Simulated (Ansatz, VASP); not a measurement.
## V in VASP and in Ansatz

```
CELL_PARAMETERS angstrom
-1.46870 1.46870 1.46870
1.46870 -1.46870 1.46870
1.46870 1.46870 -1.46870
ATOMIC_POSITIONS crystal
V 0.00000 0.00000 0.00000
```

Alike in both runs: task single point; functional RPBE; k mesh 24 × 24 × 24; occupations fermi-dirac, width 0.05 eV; collinear spin.

```csv
,VASP,Ansatz
version,VASP 6.6.1,Ansatz 0.2.0
potentials or method,"VASP PAW PBE potentials, release 64 (V_sv), cutoff 520 eV","plane waves (420 eV) with PAW, scalar-relativistic"
valence electrons in the cell,13,13
```

Ansatz gave:

| Item | Value |
| --- | --- |
| pressure (GPa) | 17.0 |
| net moment per atom (μB) | 0.00 |

Which values does VASP return?

Pressure (GPa): 17.3; net moment per atom (μB): 0.00.

VASP's potentials were made for PBE, not for RPBE. The functional is the same, so the differences come from potentials, cutoffs and numerics. Ansatz's warnings: seeded moment not kept.
